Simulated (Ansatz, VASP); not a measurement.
Si16B in VASP and in Ansatz

```
CELL_PARAMETERS angstrom
0.00000 5.43000 5.43000
5.43000 0.00000 5.43000
5.43000 5.43000 0.00000
ATOMIC_POSITIONS crystal
Si 0.99598 0.99589 0.01199
Si 0.12722 0.12749 0.12291
Si 0.99832 0.99872 0.49802
Si 0.12640 0.12480 0.62841
Si 0.00083 0.49991 0.99912
Si 0.12701 0.62232 0.12268
Si 0.99672 0.50869 0.49684
Si 0.12714 0.62330 0.62648
Si 0.49958 0.00163 0.99903
Si 0.62244 0.12707 0.12273
Si 0.51006 0.99636 0.49658
Si 0.62309 0.12755 0.62659
Si 0.49900 0.49898 0.99864
Si 0.62442 0.62533 0.12301
Si 0.49983 0.50010 0.49947
Si 0.62255 0.62246 0.62660
B 0.87749 0.87322 0.38532
```

Alike in both runs: functional PBEsol; k mesh 2 × 2 × 2; occupations gaussian, width 0.02 eV; collinear spin.

Ansatz relaxed the structure, and its values are those at the end. VASP's run is a single point on that final structure, the one shown.

```csv
,VASP,Ansatz
version,VASP 6.6.1,Ansatz 0.2.0
potentials or method,"VASP PAW PBE potentials, release 64 (Si, B), cutoff 520 eV","scalar-relativistic, plane waves, PAW"
valence electrons in the cell,67,67
```

|  | VASP | Ansatz | Ansatz less VASP |
| --- | --- | --- | --- |
| rms of the force components (eV/Å) | 0.008 | 0.008 | -0.0005 |
| net moment per atom (μB) | 0.00 | 0.00 | 0.000 |

VASP's potentials were made for PBE, not for PBEsol, and Ansatz warns of the same on its side. The functional is the same, so the differences come from potentials, cutoffs and numerics. Ansatz's warnings: filled band counts differ across k points, seeded moment not kept.

The k mesh is coarse, so the values compare programs but aren't converged.
